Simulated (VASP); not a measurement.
A run of VASP 6.6.1:

Contents of INCAR:

```
ALGO = Normal
EDIFF = 1E-6
EDIFFG = -0.01
ENCUT = 600
GGA = RP
IBRION = 2
ISIF = 3
ISMEAR = -1
IVDW = 13
LASPH = True
LCHARG = False
LREAL = False
LWAVE = False
NELM = 80
NSW = 80
PREC = Accurate
SIGMA = 0.05
```

Contents of KPOINTS:

```
k-points
0
Gamma
  9 9 9
```

POSCAR

```
SrO
1.0
    0.0000000000      2.5663000000      2.5663000000
    2.5663000000      0.0000000000      2.5663000000
    2.5663000000      2.5663000000      0.0000000000
Sr O
1 1
Direct
    0.5000000000      0.5000000000      0.5000000000
    0.0000000000      0.0000000000      0.0000000000
```

Potentials or basis: VASP PAW PBE potentials, release 64 (Sr_sv, O).

The run is started by

```bash
$ cat potpaw_PBE.64/Sr_sv/POTCAR potpaw_PBE.64/O/POTCAR > POTCAR
$ mpirun -np 1 vasp_std > vasp.out
```

Hardware: 1 thread of AMD EPYC 9R14 (Zen 4), with other jobs on the host.

Q: Estimate the wall time of this run.

A: Wall time 46 s on 1 thread of AMD EPYC 9R14 (Zen 4) (shared host), peak memory 0.15 GiB. Counts: scf iterations 31, k points 35, ion steps 3.
